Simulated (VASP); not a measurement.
# AgO2 (C2/m) in VASP: further runs

Runs on AgO2. Level: r2SCAN. Tasks: single point, relaxation of cell and atoms.

Program: VASP 6.6.1. These are calculated values, not measurements. Logs are shortened: lines on timing, memory, paths and dates and some standing lists are left out, and cuts for length are marked.

### 1 The cell of the first run

It takes space group C2/m (No. 12, monoclinic). The conventional cell has a = 5.593 Å, b = 3.240 Å, c = 3.999 Å, α = 90.00°, β = 90.04°, γ = 90.00°. Within 2.8 Å of O (site symmetry m) lie 3 Ag at 2.14 to 2.22 Å and 3 O at 2.48 to 2.61 Å. Ag (site symmetry 2/m) has 6 O at 2.14 to 2.22 Å within 2.8 Å.

### 2 Single point, r2SCAN

Input file POSCAR:

```
AgO2
1.0
    2.7966796001     -1.6200103532      0.0018619433
    2.7966796001      1.6200103532      0.0018619433
   -0.0001285451      0.0000000000      3.9988424268
O Ag
2 1
Direct
    0.6773456619      0.6773456619      0.7113612655
    0.3226543381      0.3226543381      0.2886387345
    0.0000000000      0.0000000000      0.0000000000
```

Input file INCAR.step1:

```
PREC = Accurate
ENCUT = 520
ISMEAR = 0
SIGMA = 0.1
LREAL = F
LASPH = T
NELM = 80
NBANDS = 18
GGA = PE
ALGO = Normal
EDIFF = 1E-4
LWAVE = T
LCHARG = F
```

Input file INCAR.step2:

```
PREC = Accurate
ENCUT = 520
EDIFF = 1E-6
ISMEAR = 0
SIGMA = 0.1
LREAL = F
LASPH = T
NELM = 80
ALGO = Normal
ISIF = 2
LWAVE = F
LCHARG = T
METAGGA = R2SCAN
LMIXTAU = T
LELF = T
LVHAR = T
NBANDS = 18
ISTART = 1
```

Input file KPOINTS:

```
Automatic mesh
0
Gamma
  6 6 4
```

Potentials or basis: VASP PAW PBE potentials, release 64 (O, Ag).

On the command line:

```
$ cat potpaw_PBE.64/O/POTCAR potpaw_PBE.64/Ag/POTCAR > POTCAR
$ cp INCAR.step1 INCAR
$ mpirun -np 1 vasp_std > vasp.out
$ cp INCAR.step2 INCAR
$ mpirun -np 1 vasp_std > vasp.out
```

OUTCAR:

```text
PREC = Accurate
   ENCUT = 520
   EDIFF = 1E-6
   ISMEAR = 0
   LREAL = F
   LASPH = T
   NELM = 80
   ISIF = 2
   METAGGA = R2SCAN
   ISTART = 1

 ion  position               nearest neighbor table
   1  0.677  0.677  0.711-   3 2.14   3 2.22   3 2.22
   2  0.323  0.323  0.289-   3 2.14   3 2.22   3 2.22
   3  0.000  0.000  0.000-   1 2.14   2 2.14   1 2.22   1 2.22   2 2.22   2 2.22

  LATTYP: Found a base centered monoclinic cell.
 ALAT       =     5.5933604398
 B/A-ratio  =     0.5792619198
 C/A-ratio  =     0.7149266477
 COS(beta)  =    -0.0006336235

  Lattice vectors:

 A1 = (  -2.7966796001,   1.6200103532,  -0.0018619433)
 A2 = (  -2.7966796001,  -1.6200103532,  -0.0018619433)
 A3 = (  -0.0001285451,   0.0000000000,   3.9988424268)

Analysis of symmetry for initial positions (statically):
=====================================================================
 Subroutine PRICEL returns:
 Original cell was already a primitive cell.

 Routine SETGRP: Setting up the symmetry group for a
 base centered monoclinic supercell.

 Subroutine GETGRP returns: Found  4 space group operations
 (whereof  4 operations were pure point group operations)
 out of a pool of  4 trial point group operations.

The static configuration has the point symmetry C_2h.

Analysis of symmetry for dynamics (positions and initial velocities):
=====================================================================
 Subroutine PRICEL returns:
 Original cell was already a primitive cell.

 Routine SETGRP: Setting up the symmetry group for a
 base centered monoclinic supercell.

 Subroutine GETGRP returns: Found  4 space group operations
 (whereof  4 operations were pure point group operations)
 out of a pool of  4 trial point group operations.

The dynamic configuration has the point symmetry C_2h.

 Subroutine INISYM returns: Found  4 space group operations
 (whereof  4 operations are pure point group operations),
 and found     1 'primitive' translations

----------------------------------------------------------------------------------------

                                     Primitive cell

  volume of cell :      36.2347

  direct lattice vectors                    reciprocal lattice vectors
     2.796679600 -1.620010353  0.001861943     0.178783436 -0.308640003  0.000005747
     2.796679600  1.620010353  0.001861943     0.178783436  0.308640003  0.000005747
    -0.000128545  0.000000000  3.998842427    -0.000166490  0.000000000  0.250072364

  length of vectors
     3.232004610  3.232004610  3.998842429     0.356682167  0.356682167  0.250072419

  position of ions in fractional coordinates (direct lattice)
     0.677345662  0.677345662  0.711361266
     0.322654338  0.322654338  0.288638734
     0.000000000  0.000000000  0.000000000

  ion indices of the primitive-cell ions
   primitive index   ion index
                 1           1
                 2           2
                 3           3

----------------------------------------------------------------------------------------

 KPOINTS: Automatic mesh

Automatic generation of k-mesh.
 Grid dimensions read from file:
 generate k-points for:    6    6    4

 Generating k-lattice:

  Cartesian coordinates                     Fractional coordinates (reciprocal lattice)
     0.029797239 -0.051440000  0.000000958     0.166666667 -0.000000000 -0.000000000
     0.029797239  0.051440000  0.000000958    -0.000000000  0.166666667 -0.000000000
    -0.000041623  0.000000000  0.062518091    -0.000000000 -0.000000000  0.250000000

  Length of vectors
     0.059447028  0.059447028  0.062518105

  Shift w.r.t. Gamma in fractional coordinates (k-lattice)
     0.000000000  0.000000000  0.000000000

 Subroutine IBZKPT returns following result:
 ===========================================

 Found     47 irreducible k-points:

 Following reciprocal coordinates:
            Coordinates               Weight
  0.000000  0.000000  0.000000      1.000000
  0.166667 -0.000000  0.000000      4.000000
  0.333333 -0.000000  0.000000      4.000000
  0.500000  0.000000  0.000000      2.000000
  0.166667  0.166667  0.000000      2.000000
  0.333333  0.166667  0.000000      4.000000
[... 16 lines left out ...]
 -0.333333  0.166667  0.250000      4.000000
 -0.166667  0.166667  0.250000      4.000000
 [... further k-points ...]
   k-points           NKPTS =     47   k-points in BZ     NKDIM =     47   number of bands    NBANDS=     18
   number of dos      NEDOS =    301   number of ions     NIONS =      3
   total plane-waves  NPLWV =  17280
   dimension x,y,z NGX =    24 NGY =   24 NGZ =   30
   dimension x,y,z NGXF=    48 NGYF=   48 NGZF=   60
   ions per type =               2   1
   NGX,Y,Z   is equivalent  to a cutoff of  12.34, 12.34, 12.47 a.u.
   NGXF,Y,Z  is equivalent  to a cutoff of  24.69, 24.69, 24.94 a.u.
 SYSTEM =  unknown system
   PREC   = accura    normal or accurate (medium, high low for compatibility)
[... 92 lines left out ...]
      4      -2.1524      2.00000
      5      -1.9085      2.00000
      6      -1.0678      2.00000
[... 10 lines left out ...]
     17      19.6530      0.00000
     18      20.5938      0.00000

 k-point     4 :       0.5000    0.0000    0.0000
  band No.  band energies     occupation
      1     -14.8782      2.00000
      2     -14.7742      2.00000
      3      -2.4671      2.00000
      4      -2.0753      2.00000
      5      -1.8756      2.00000
      6      -0.3531      2.00000
[... 10 lines left out ...]
     17      19.1586      0.00000
     18      20.3052      0.00000

 k-point     5 :       0.1667    0.1667    0.0000
  band No.  band energies     occupation
      1     -15.7496      2.00000
      2     -14.1933      2.00000
      3      -2.4731      2.00000
      4      -2.3839      2.00000
      5      -2.2990      2.00000
      6      -0.9953      2.00000
[... 10 lines left out ...]
     17      20.2667      0.00000
     18      20.5066      0.00000

 k-point     6 :       0.3333    0.1667    0.0000
  band No.  band energies     occupation
      1     -15.4381      2.00000
      2     -14.3679      2.00000
      3      -2.2740      2.00000
      4      -1.9647      2.00000
      5      -1.6818      2.00000
      6      -1.2470      2.00000
[... 10 lines left out ...]
     17      19.3039      0.00000
     18      19.9034      0.00000

 k-point     7 :       0.5000    0.1667    0.0000
  band No.  band energies     occupation
      1     -15.0158      2.00000
      2     -14.6276      2.00000
      3      -2.2728      2.00000
      4      -2.0796      2.00000
      5      -1.6620      2.00000
      6      -1.0323      2.00000
[... 10 lines left out ...]
     17      19.0498      0.00000
     18      19.3081      0.00000

 k-point     8 :      -0.3333    0.1667    0.0000
  band No.  band energies     occupation
      1     -14.9928      2.00000
      2     -14.6522      2.00000
      3      -2.3098      2.00000
      4      -2.0862      2.00000
      5      -1.6676      2.00000
      6      -1.0302      2.00000
[... 10 lines left out ...]
     17      19.3745      0.00000
     18      19.5928      0.00000
[... 229 lines left out ...]
     17      20.2001      0.00000
     18      21.0720      0.00000

 k-point    20 :       0.1667    0.1667    0.2500
  band No.  band energies     occupation
      1     -15.5517      2.00000
      2     -14.4243      2.00000
      3      -2.6778      2.00000
      4      -2.3218      2.00000
      5      -1.9555      2.00000
      6      -1.1360      2.00000
[... 10 lines left out ...]
     17      19.9340      0.00000
     18      20.8141      0.00000

 k-point    21 :       0.3333    0.1667    0.2500
  band No.  band energies     occupation
      1     -15.2940      2.00000
      2     -14.5131      2.00000
      3      -2.4698      2.00000
      4      -2.1276      2.00000
      5      -1.6488      2.00000
      6      -1.3380      2.00000
[... 10 lines left out ...]
     17      17.9582      0.00000
     18      21.0770      0.00000

 k-point    22 :       0.5000    0.1667    0.2500
  band No.  band energies     occupation
      1     -14.9345      2.00000
      2     -14.6934      2.00000
      3      -2.5249      2.00000
      4      -2.0622      2.00000
      5      -1.4272      2.00000
      6      -0.9788      2.00000
[... 10 lines left out ...]
     17      17.1653      0.00000
     18      20.8425      0.00000

 k-point    23 :      -0.3333    0.1667    0.2500
  band No.  band energies     occupation
      1     -15.0070      2.00000
      2     -14.6101      2.00000
      3      -2.4935      2.00000
      4      -2.3135      2.00000
      5      -1.8409      2.00000
      6      -0.9758      2.00000
[... 10 lines left out ...]
     17      17.4811      0.00000
     18      21.1492      0.00000

 k-point    24 :      -0.1667    0.1667    0.2500
  band No.  band energies     occupation
      1     -15.2912      2.00000
      2     -14.5129      2.00000
      3      -2.5378      2.00000
      4      -2.2956      2.00000
      5      -1.7037      2.00000
      6      -1.3003      2.00000
[... 10 lines left out ...]
     17      18.2117      0.00000
     18      21.1858      0.00000

 [... further k-points ...]
[... 5 lines left out ...]
  --------------------------------------------------------------------------------------
  -------------------------------------------------------------------------------------
  Total       -2.9610615     -2.2524750     -3.5925363      0.0000000      0.0000000     -0.2546870
  in kB     -130.9282046    -99.5968867   -158.8498999      0.0000000      0.0000000    -11.2614041
  external PRESSURE =    -129.7916637 kB  Pullay stress =       0.0000000 kB

 VOLUME and BASIS-vectors are now :
 -----------------------------------------------------------------------------
  energy-cutoff  :      520.00
  volume of cell :       36.23
      direct lattice vectors                 reciprocal lattice vectors
     2.796679600 -1.620010353  0.001861943     0.178783436 -0.308640003  0.000005747
     2.796679600  1.620010353  0.001861943     0.178783436  0.308640003  0.000005747
    -0.000128545  0.000000000  3.998842427    -0.000166490  0.000000000  0.250072364

 POSITION                                       TOTAL-FORCE (eV/Angst)
 -----------------------------------------------------------------------------------
      3.78855      0.00000      2.84714         0.129509      0.000000      1.434752
      1.80468      0.00000      1.15542        -0.129509      0.000000     -1.434752
      0.00000      0.00000      0.00000        -0.000000      0.000000      0.000000
 -----------------------------------------------------------------------------------
    total drift:                                0.000000     -0.000000      0.000000

  FREE ENERGIE OF THE ION-ELECTRON SYSTEM (eV)
  ---------------------------------------------------
  free  energy   TOTEN  =       -31.8642946162 eV

  energy  without entropy=      -31.8494925570  energy(sigma->0) =      -31.85689359
```

Run time: 32 s. Hardware: 1 thread of Intel Xeon 6975P-C (Granite Rapids), shared host; peak memory 0.17 GiB.

What came out:

| Quantity | Value |
| --- | --- |
| Free energy | -31.8643 eV |
| Pressure | -13.0 GPa |
| Largest force | 1.441 eV/Å |
| Band gap on the k mesh | zero (an odd number of electrons rules out a gap without spin polarisation) |

Forces in eV/Å, atoms in the order of the input:
```
O    0.130  0.000  1.435
O   -0.130  0.000 -1.435
Ag   0.000  0.000  0.000
```

Stress tensor (GPa, compression positive):
```
-13.09   0.00  -1.13
  0.00  -9.96   0.00
 -1.13   0.00 -15.88
```

Caveat: the k points lie up to 0.39 Å⁻¹ apart, too coarse for converged energies and pressures of a metal; the PAW data sets were made with another functional, which shifts forces and pressure a little; an odd number of electrons without spin polarisation forces a metal; a magnetic or distorted state may lie lower.

### 3 Single point, r2SCAN

This run uses another cell than the first one, of 11.48 Å³/atom.

Input file POSCAR:

```
AgO2
1.0
    2.7829329112     -1.6352797342      0.0185551593
    2.7829329112      1.6352797342      0.0185551593
    0.0238849815      0.0000000000      3.7824919169
O Ag
2 1
Direct
    0.6700873894      0.6700873894      0.7531088572
    0.3299126106      0.3299126106      0.2468911428
    0.0000000000      0.0000000000      0.0000000000
```

Input file INCAR.step1:

```
  PREC = Accurate
  ENCUT = 520
  ISMEAR = 0
  SIGMA = 0.1
  LREAL = False
  LASPH = True
  NELM = 100
  NBANDS = 18
  GGA = PE
  ALGO = Normal
  EDIFF = 1E-4
  LWAVE = True
  LCHARG = False
```

Input file INCAR.step2:

```
  PREC = Accurate
  ENCUT = 520
  EDIFF = 1E-6
  ISMEAR = 0
  SIGMA = 0.1
  LREAL = False
  LASPH = True
  NELM = 100
  ALGO = Normal
  ISIF = 2
  LWAVE = False
  LCHARG = True
  METAGGA = R2SCAN
  LMIXTAU = True
  LELF = True
  LVHAR = True
  NBANDS = 18
  ISTART = 1
```

Input file KPOINTS:

```
Automatic mesh
0
Gamma
  8 8 6
```

Potentials or basis: VASP PAW PBE potentials, release 64 (O, Ag).

On the command line:

```
$ cat potpaw_PBE.64/O/POTCAR potpaw_PBE.64/Ag/POTCAR > POTCAR
$ cp INCAR.step1 INCAR
$ mpirun -np 1 vasp_std > vasp.out
$ cp INCAR.step2 INCAR
$ mpirun -np 1 vasp_std > vasp.out
```

Run time: 57 s. Hardware: 1 thread of Intel Xeon 6975P-C (Granite Rapids), shared host; peak memory 0.19 GiB.

The run converged. Its results:

```
Free energy            : -32.2321 eV
Pressure               : 0.3 GPa
Largest force          : 0.056 eV/Å
Band gap on the k mesh : zero (an odd number of electrons rules out a gap without spin polarisation)
```

Forces in eV/Å, atoms in the order of the input:
```
O   -0.039  0.000 -0.039
O    0.039  0.000  0.039
Ag   0.000  0.000  0.000
```

Stress tensor (GPa, compression positive):
```
 0.78  0.00  0.15
 0.00  0.10  0.00
 0.15  0.00 -0.04
```

Levels at points of the mesh, in eV from the Fermi level:
```tsv
k point	band 8	band 9	band 10	band 11	band 12	band 13	band 14	band 15
(0.00, 0.00, 0.00)	-1.99	-1.92	-1.82	-0.70	0.73	0.86	5.26	9.75
(0.50, 0.00, 0.00)	-3.73	-3.38	-2.98	-2.88	-0.07	1.14	9.99	10.93
(0.50, 0.50, 0.00)	-3.82	-3.40	-2.95	-2.84	0.03	1.07	10.09	10.85
(0.00, 0.00, 0.50)	-3.00	-2.36	-2.30	-1.52	1.18	1.24	8.29	8.44
(0.50, 0.00, 0.50)	-4.26	-3.03	-2.95	-1.39	-0.01	0.62	9.51	10.93
(0.50, 0.50, 0.50)	-4.31	-3.08	-2.85	-1.43	0.00	0.50	9.57	10.94
```

Caveat: the PAW data sets were made with another functional, which shifts forces and pressure a little; an odd number of electrons without spin polarisation forces a metal; a magnetic or distorted state may lie lower.

### 4 Relaxation of cell and atoms, r2SCAN

Input file POSCAR:

```
AgO2
1.0
    2.7966796001     -1.6200103532      0.0018619433
    2.7966796001      1.6200103532      0.0018619433
   -0.0001285451      0.0000000000      3.9988424268
O Ag
2 1
Direct
    0.6773456619      0.6773456619      0.7113612655
    0.3226543381      0.3226543381      0.2886387345
    0.0000000000      0.0000000000      0.0000000000
```

Input file INCAR.step1:

```
SYSTEM = AgO2
ALGO = Normal
EDIFF = 1E-4
ENCUT = 600
GGA = PE
ISMEAR = 0
LASPH = .True.
LCHARG = .False.
LREAL = .False.
LWAVE = .True.
NELM = 100
PREC = Accurate
SIGMA = 0.1
```

Input file INCAR.step2:

```
SYSTEM = AgO2
ALGO = Normal
EDIFF = 1E-6
EDIFFG = -0.05
ENCUT = 600
IBRION = 2
ISIF = 3
ISMEAR = 0
ISTART = 1
LASPH = .True.
LCHARG = .False.
LMIXTAU = .True.
LREAL = .False.
LWAVE = .False.
METAGGA = R2SCAN
NELM = 100
NSW = 80
PREC = Accurate
SIGMA = 0.1
```

Input file KPOINTS:

```
k-points
0
Gamma
  8 8 6
  0 0 0
```

On the command line:

```
$ cat potpaw_PBE.64/O/POTCAR potpaw_PBE.64/Ag/POTCAR > POTCAR
$ cp INCAR.step1 INCAR
$ mpirun -np 1 vasp_std > vasp.out
$ cp INCAR.step2 INCAR
$ mpirun -np 1 vasp_std > vasp.out
```

It took 13 min on 1 thread of Intel Xeon 6975P-C (Granite Rapids), shared host; peak memory 0.24 GiB.

Results (log left out):

```yaml
Free_energy: -32.2402 eV
Relaxed_volume: 11.40 Å³/atom
Relaxed_cell: a = 3.242 Å, b = 3.242 Å, c = 3.752 Å, α = 88.62°, β = 88.62°, γ = 60.17°
Space_group_after_relaxing_to_0.1_Å: C2/m (No. 12)
Energy_gained_by_relaxing: 118.1 meV/atom
Ionic_steps: 10
Pressure_after_relaxing: -0.3 GPa
Largest_force_after_relaxing: 0.034 eV/Å
Band_gap_on_the_k_mesh: zero (an odd number of electrons rules out a gap without spin polarisation)
```

Forces on the atoms (eV/Å):
```
O   -0.001  0.000  0.034
O    0.001  0.000 -0.034
Ag   0.000  0.000  0.000
```

Stress tensor (GPa, compression positive):
```
-0.22  0.00 -0.29
 0.00 -0.46  0.00
-0.29  0.00 -0.16
```

Step by step:
| step | energy change (eV) | largest force (eV/Å) | pressure (GPa) | volume (Å³) |
| --- | --- | --- | --- | --- |
| 1 | 0.0000 | 1.4436 | -13.19 | 36.23 |
| 2 | -0.1645 | 0.4209 | 15.39 | 31.26 |
| 3 | -0.2318 | 0.6374 | 2.98 | 32.84 |
| 4 | -0.3023 | 0.4695 | 1.95 | 33.21 |
| 5 | -0.3505 | 0.0262 | 0.05 | 33.93 |
| 6 | -0.3519 | 0.0491 | 0.26 | 33.83 |
| 7 | -0.3519 | 0.0613 | 0.34 | 33.82 |
| 8 | -0.3529 | 0.0568 | -0.03 | 33.96 |
| 9 | -0.3538 | 0.0644 | -0.67 | 34.23 |
| 10 | -0.3543 | 0.0336 | -0.28 | 34.21 |

Final structure:
```
O Ag
1.0
     2.80527   -1.62542    0.03901
     2.80527    1.62542    0.03901
     0.05243    0.00000    3.75188
O Ag
2 1
Cartesian
  3.8013 0.0000 2.8656
  1.8616 0.0000 0.9643
  0.0000 0.0000 0.0000
```

Levels at points of the mesh, in eV from the Fermi level:
| k point | band 9 | band 10 | band 11 | band 12 | band 13 | band 14 |
| --- | --- | --- | --- | --- | --- | --- |
| (0.00, 0.00, 0.00) | -1.90 | -1.83 | -0.66 | 0.74 | 0.78 | 5.25 |
| (0.50, 0.00, 0.00) | -3.30 | -2.95 | -2.90 | -0.08 | 1.11 | 9.95 |
| (0.50, 0.50, 0.00) | -3.39 | -2.99 | -2.87 | 0.02 | 1.15 | 10.06 |
| (0.00, 0.00, 0.50) | -2.40 | -2.28 | -1.53 | 1.17 | 1.25 | 8.33 |
| (0.50, 0.00, 0.50) | -3.00 | -2.92 | -1.38 | 0.04 | 0.54 | 9.49 |
| (0.50, 0.50, 0.50) | -2.99 | -2.85 | -1.38 | -0.07 | 0.52 | 9.62 |

Caveat: the PAW data sets were made with another functional, which shifts forces and pressure a little; an odd number of electrons without spin polarisation forces a metal; a magnetic or distorted state may lie lower; the relaxation stopped at a loose force limit of 0.05 eV/Å, so its end isn't a converged minimum.

### 5 Overview

```tsv
task	cell	k mesh	cutoff (eV)	gap on the mesh (eV)	pressure (GPa)	largest force (eV/Å)
single point	a = 3.232, b = 3.232, c = 3.999 Å, angles 90.0, 90.0, 60.2°, 3 atoms, atomic positions A	6 × 6 × 4	520	none	-13.0	1.44
single point	a = 3.228, b = 3.228, c = 3.783 Å, angles 89.4, 89.4, 60.9°, 3 atoms, atomic positions B	8 × 8 × 6	520	none	0.3	0.06
relaxation of cell and atoms	relaxed from a = 3.232, b = 3.232, c = 3.999 Å, angles 90.0, 90.0, 60.2°, 3 atoms, atomic positions A	8 × 8 × 6	600	none	-0.3	0.03
```

Alike in all rows: level r2SCAN; potentials or basis VASP PAW PBE potentials, release 64 (O, Ag); no spin polarisation; smearing gaussian 0.1 eV.

Caveats: some runs use coarse meshes; the PAW data sets were made with another functional, which shifts forces and pressure a little; an odd number of electrons without spin polarisation forces a metal; a magnetic or distorted state may lie lower; the relaxation stopped at a loose force limit of 0.05 eV/Å, so its end isn't a converged minimum (at least some runs).

Total energies depend on the potentials used, so only differences within one code and one set of settings carry meaning.
